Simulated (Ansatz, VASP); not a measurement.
**Bi in VASP and in Ansatz**

```
Bi
1.0
     5.77328    0.00000    0.00000
    -2.88664    4.99980    0.00000
     0.00000    0.00000    3.40970
Bi
3
Direct
  0.00000 0.00000 0.00000
  0.33333 0.66667 0.50000
  0.66667 0.33333 0.50000
```

Alike in both runs: task single point; functional PBEsol; k mesh 7 × 7 × 11; occupations fermi-dirac, width 0.1 eV; no spin polarisation.

|  | VASP | Ansatz |
| --- | --- | --- |
| version | VASP 6.6.1 | Ansatz 0.2.0 |
| potentials or method | VASP PAW PBE potentials, release 64 (Bi_d), cutoff 520 eV | plane waves (420 eV) with PAW, scalar-relativistic |
| valence electrons in the cell | 45 | 45 |

```csv
,VASP,Ansatz,Ansatz less VASP
pressure (GPa),-3.7,-3.6,+0.05
"traceless stress, the component that is largest in VASP (GPa)",0.32,0.32,+0.002
```

VASP's potentials were made for PBE, not for PBEsol, and Ansatz warns of the same on its side.

Spin-orbit coupling is off throughout.
